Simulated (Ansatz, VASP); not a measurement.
# One calculation of GaSb3, two programs

File INCAR:

```
SYSTEM = GaSb3
  PREC = Accurate
  ENCUT = 520
  EDIFF = 1E-6
  ISMEAR = 0
  SIGMA = 0.15
  LREAL = .False.
  LASPH = .True.
  NELM = 100
  ALGO = Normal
  ISIF = 2
  LWAVE = .False.
  LCHARG = .True.
  GGA = PS
  IVDW = 12
  LELF = .True.
  LVHAR = .True.
  NBANDS = 22
```

The input KPOINTS:

```
Automatic mesh
0
Gamma
  10 10 10
  0 0 0
```

File POSCAR:

```
GaSb3
1.0
    0.0000000000      3.4423420432      3.5857729617
    3.4423420432      0.0000000000      3.5857729617
    3.4423420432      3.4423420432      0.0000000000
Ga Sb
1 3
Direct
    0.0000000000      0.0000000000      0.0000000000
    0.2671511138      0.2328488862      0.2328488862
    0.7328488862      0.7671511138      0.7671511138
    0.5000000000      0.5000000000      0.5000000000
```

Input for Ansatz:

```yaml
crystal:
  lattice:
    - [0.0, 3.4423420432, 3.5857729617]
    - [3.4423420432, 0.0, 3.5857729617]
    - [3.4423420432, 3.4423420432, 0.0]
  atoms:
    - { symbol: Ga, position: [0.0, 0.0, 0.0] }
    - { symbol: Sb, position: [0.2671511138, 0.2328488862, 0.2328488862] }
    - { symbol: Sb, position: [0.7328488862, 0.7671511138, 0.7671511138] }
    - { symbol: Sb, position: [0.5, 0.5, 0.5] }
basis:
  ecutwfc: 420
kpoints:
  mp_grid: { grid: [10, 10, 10] }
hamiltonian:
  xc: pbesol
  pseudopotentials: { kind: paw, azcp: { folder: soft_1 } }
  dispersion: d3bj
scf:
  occupations: { method: gaussian, width: 0.15 }
output:
  forces: true
  stress: true
  eigenvalues: true
```

Change from the starting cell: mode 4 frozen in at -0.123 Å, equal normal strain along x and y -0.0400.

Alike in both runs: task single point; functional PBEsol; dispersion D3(BJ); k mesh 10 × 10 × 10; occupations gaussian, width 0.15 eV; no spin polarisation.

|  | VASP | Ansatz |
| --- | --- | --- |
| version | VASP 6.6.1 | Ansatz 0.2.0 |
| potentials or method | VASP PAW PBE potentials, release 64 (Ga_d, Sb), cutoff 520 eV | scalar-relativistic, plane waves, PAW |
| valence electrons in the cell | 28 | 58 |

|  | VASP | Ansatz | Ansatz less VASP |
| --- | --- | --- | --- |
| gap on the k mesh at the Fermi level (eV) | none | none | - |
| pressure (GPa) | 8.4 | 8.2 | -0.19 |
| traceless stress, the component that is largest in VASP (GPa) | -1.93 | -1.92 | +0.013 |
| rms of the force components (eV/Å) | 0.343 | 0.335 | -0.0076 |

VASP's potentials were made for PBE, not for PBEsol, and Ansatz warns of the same on its side. Atom by atom the forces differ by 0.008 eV/Å (rms over components). A gap of «none» marks a metal or a gap that the smearing closes. VASP's potentials hold 28 valence electrons a cell and Ansatz's 58, so a difference there can come from the potentials and not from the codes.

Spin-orbit coupling is off throughout.
